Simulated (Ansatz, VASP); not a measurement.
**Si4C in VASP and in Ansatz**

INCAR

```
SYSTEM = Si4C
ALGO = Normal ; EDIFF = 1E-6
EDIFFG = -0.04 ; ENCUT = 600
GGA = PE ; IBRION = 2
ISIF = 3 ; ISMEAR = 0
LASPH = .True. ; LCHARG = .False.
LREAL = .False. ; LWAVE = .False.
NELM = 100 ; NSW = 90
PREC = Accurate ; SIGMA = 0.1
```

KPOINTS

```
k-points
0
Gamma
  6 6 1
  0 0 0
```

The input POSCAR:

```
Si4C
1.0
    2.7895866000      0.0000000000      0.0000000000
   -1.3947933000      2.4158528600      0.0000000000
    0.0000000000      0.0000000000     21.8417344600
Si C
8 2
Direct
    0.3333333300      0.6666666700      0.8500000000
    0.3333333300      0.6666666700      0.0500000000
    0.3333333300      0.6666666700      0.4500000000
    0.3333333300      0.6666666700      0.6500000000
    0.6666666700      0.3333333300      0.9500000000
    0.6666666700      0.3333333300      0.1500000000
    0.6666666700      0.3333333300      0.3500000000
    0.6666666700      0.3333333300      0.5500000000
    0.3333333300      0.6666666700      0.2500000000
    0.6666666700      0.3333333300      0.7500000000
```

Input for Ansatz:

```yaml
crystal:
  lattice:
    - [2.7895866, 0.0, 0.0]
    - [-1.3947933, 2.41585286, 0.0]
    - [0.0, 0.0, 21.84173446]
  atoms:
    - { symbol: Si, position: [0.33333333, 0.66666667, 0.85] }
    - { symbol: Si, position: [0.33333333, 0.66666667, 0.05] }
    - { symbol: Si, position: [0.33333333, 0.66666667, 0.45] }
    - { symbol: Si, position: [0.33333333, 0.66666667, 0.65] }
    - { symbol: Si, position: [0.66666667, 0.33333333, 0.95] }
    - { symbol: Si, position: [0.66666667, 0.33333333, 0.15] }
    - { symbol: Si, position: [0.66666667, 0.33333333, 0.35] }
    - { symbol: Si, position: [0.66666667, 0.33333333, 0.55] }
    - { symbol: C, position: [0.33333333, 0.66666667, 0.25] }
    - { symbol: C, position: [0.66666667, 0.33333333, 0.75] }
basis:
  ecutwfc: 420
kpoints:
  mp_grid: { grid: [6, 6, 1] }
hamiltonian:
  xc: pbe
scf:
  occupations: { method: gaussian, width: 0.1 }
  lower_state_search: "off"
output:
  forces: true
  stress: true
  eigenvalues: true
relax:
  adjacent_minimum: "off"
  f_tol: 0.04
  max_steps: 70
  cell: { stress_tol: 0.4 }
```

Alike in both runs: task relaxation of cell and atoms; functional PBE; k mesh 6 × 6 × 1; occupations gaussian, width 0.1 eV; no spin polarisation.

```csv
,VASP,Ansatz
version,VASP 6.6.1,Ansatz 0.2.0
potentials or method,"VASP PAW PBE potentials, release 64 (Si, C), cutoff 600 eV","scalar-relativistic, plane waves, PAW"
valence electrons in the cell,40,40
```

```tsv
	VASP	Ansatz	Ansatz less VASP
gap on the k mesh at the Fermi level, each at its own relaxed structure (eV)	none	none	-
relaxed volume (Å³/atom)	12.59	12.59	-0.002
relaxed cell length with the largest relative difference (Å)	16.931	16.927	-0.0043
```

A gap of «none» marks a metal or a gap that the smearing closes.

The k mesh is coarse, so the values compare programs but aren't converged.
